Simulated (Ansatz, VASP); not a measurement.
Two plane-wave programs on LaTe4

The input INCAR:

```
SYSTEM = LaTe4
  PREC = Accurate
  ENCUT = 600
  EDIFF = 1E-7
  ISMEAR = 0
  SIGMA = 0.1
  LREAL = .False.
  LASPH = .True.
  NELM = 80
  ALGO = Normal
  ISIF = 3
  LWAVE = .False.
  LCHARG = .False.
  GGA = PE
  IBRION = 2
  NSW = 100
  EDIFFG = -0.01
```

File KPOINTS:

```
regular mesh
0
Gamma
  8 8 8
  0 0 0
```

File POSCAR:

```
LaTe4
1.0
    0.0000000000      4.5655581777      4.5655581777
    4.5655581777      0.0000000000      4.5655581777
    4.5655581777      4.5655581777      0.0000000000
La Te
1 4
Direct
    0.5000000000      0.5000000000      0.5000000000
    0.8747503837      0.3757488490      0.8747503837
    0.8747503837      0.8747503837      0.8747503837
    0.3757488490      0.8747503837      0.8747503837
    0.8747503837      0.8747503837      0.3757488490
```

Input for Ansatz:

```yaml
crystal:
  lattice:
    - [0.0, 4.5655581777, 4.5655581777]
    - [4.5655581777, 0.0, 4.5655581777]
    - [4.5655581777, 4.5655581777, 0.0]
  atoms:
    - { symbol: La, position: [0.5, 0.5, 0.5] }
    - { symbol: Te, position: [0.8747503837, 0.375748849, 0.8747503837] }
    - { symbol: Te, position: [0.8747503837, 0.8747503837, 0.8747503837] }
    - { symbol: Te, position: [0.375748849, 0.8747503837, 0.8747503837] }
    - { symbol: Te, position: [0.8747503837, 0.8747503837, 0.375748849] }
basis:
  ecutwfc: 420
kpoints:
  mp_grid: { grid: [8, 8, 8] }
hamiltonian:
  xc: pbe
scf:
  occupations: { method: gaussian, width: 0.1 }
output:
  forces: true
  stress: true
  eigenvalues: true
  write_density: true
  write_potential: true
  elf: true
  volumetric_format: npy
relax:
  adjacent_minimum: "off"
  f_tol: 0.01
  max_steps: 80
  cell: { stress_tol: 0.05 }
```

Alike in both runs: task relaxation of cell and atoms; functional PBE; k mesh 8 × 8 × 8; occupations gaussian, width 0.1 eV; no spin polarisation.

|  | VASP | Ansatz |
| --- | --- | --- |
| version | VASP 6.6.1 | Ansatz 0.2.0 |
| potentials or method | VASP PAW PBE potentials, release 64 (La, Te), cutoff 600 eV | scalar-relativistic, plane waves, PAW |
| valence electrons in the cell | 35 | 75 |

|  | VASP | Ansatz | Ansatz less VASP |
| --- | --- | --- | --- |
| gap on the k mesh at the Fermi level, each at its own relaxed structure (eV) | none | none | - |
| relaxed volume (Å³/atom) | 37.83 | 37.87 | +0.042 |
| relaxed cell length with the largest relative difference (Å) | 6.443 | 6.446 | +0.0024 |

A gap of «none» marks a metal or a gap that the smearing closes. VASP's potentials hold 35 valence electrons a cell and Ansatz's 75, so a difference there can come from the potentials and not from the codes.

Spin-orbit coupling is off throughout.
